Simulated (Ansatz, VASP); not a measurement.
# Be in VASP and in Ansatz

INCAR

```
  ALGO = Normal
  EDIFF = 1E-6
  EDIFFG = -0.01
  ENCUT = 600
  GGA = RP
  IBRION = 2
  ISIF = 3
  ISMEAR = -1
  IVDW = 12
  LASPH = T
  LCHARG = F
  LREAL = F
  LWAVE = F
  NELM = 100
  NSW = 80
  PREC = Accurate
  SIGMA = 0.1
```

Contents of KPOINTS:

```
k-points
0
Gamma
  15 15 15
```

POSCAR

```
Be
1.0
    2.1704691600      0.0000000000      0.0000000000
   -0.7234897198      2.0463379486      0.0000000000
   -0.7234897198     -1.0231689739      1.7721806484
Be
1
Direct
    0.0000000000      0.0000000000      0.0000000000
```

input.yaml

```yaml
crystal:
  lattice:
    - [2.17046916, 0.0, 0.0]
    - [-0.7234897198, 2.0463379486, 0.0]
    - [-0.7234897198, -1.0231689739, 1.7721806484]
  atoms:
    - { symbol: Be, position: [0.0, 0.0, 0.0] }
kpoints:
  mp_grid: { grid: [15, 15, 15] }
scf:
  occupations: { method: fermi_dirac, width: 0.1 }
hamiltonian:
  xc: rpbe
  dispersion: d3bj
  pseudopotentials: { kind: all_electron, lapw: { basis_error: 0.001 } }
output:
  forces: true
  stress: true
relax:
  f_tol: 0.01
  max_steps: 60
  cell: {}
```

Alike in both runs: task relaxation of cell and atoms; functional RPBE; dispersion D3(BJ); k mesh 15 × 15 × 15; occupations fermi-dirac, width 0.1 eV; no spin polarisation.

|  | VASP | Ansatz |
| --- | --- | --- |
| version | VASP 6.6.1 | Ansatz 0.2.0 |
| potentials or method | VASP PAW PBE potentials, release 64 (Be), cutoff 600 eV | all-electron LAPW, scalar-relativistic |

```csv
,VASP,Ansatz,Ansatz less VASP
relaxed volume (Å³/atom),6.40,6.41,+0.007
relaxed length of the cell vector where the two differ most in proportion (Å),2.026,2.027,+0.0007
```

VASP's potentials were made for PBE, not for RPBE. Ansatz ran all-electron here, and VASP with PAW potentials.

Noted on VASP's run: the volume moved by over 15 % at a fixed basis, so the end points are rough. Noted on Ansatz's run: the volume moved by over 15 % at a fixed basis, so the end points are rough.
